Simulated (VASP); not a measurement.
BaTiO3, 5 atoms in the cell. The structure is trigonal, space group R3m (No. 160). Conventional cell: a = 5.680 Å, b = 5.680 Å, c = 6.994 Å, α = 90.00°, β = 90.00°, γ = 120.00°. Ba (site symmetry 3m) has 12 O at 2.78 to 2.93 Å and 8 Ti at 3.40 to 3.59 Å within 3.7 Å. Within 2.5 Å of Ti (site symmetry 3m) lie 6 O at 1.87 to 2.16 Å. Within 2.5 Å of O (site symmetry m) lie 2 Ti at 1.87 to 2.16 Å. 

```yaml
Program: VASP 6.6.1
Task: single point
Functional: PBE
Potentials_or_basis: VASP PAW PBE potentials, release 64 (Ba_sv, Ti_sv, O)
Cutoff: 520 eV
k_mesh: 6 × 6 × 6
Occupations: gaussian, width 0.01 eV
Spin: no spin polarisation
Dipole_correction: no
Further_INCAR_settings: ALGO = Normal; EDIFF = 1e-06; NBANDS = 28
```

Potentials or basis: VASP PAW PBE potentials, release 64 (Ba_sv, Ti_sv, O).

Launch:

```bash
$ cat potpaw_PBE.64/Ba_sv/POTCAR potpaw_PBE.64/Ti_sv/POTCAR potpaw_PBE.64/O/POTCAR > POTCAR
$ mpirun -np 1 vasp_std > vasp.out
```

Hardware: 1 thread of Intel(R) Xeon(R) Platinum 8375C CPU @ 2.90GHz (Ice Lake), with other jobs on the host.

Q: Estimate the wall time of this run.

A: Wall time 64 s on 1 thread of Intel(R) Xeon(R) Platinum 8375C CPU @ 2.90GHz (Ice Lake) (shared host), peak memory 0.21 GiB. Counts: scf iterations 15, k points 32.
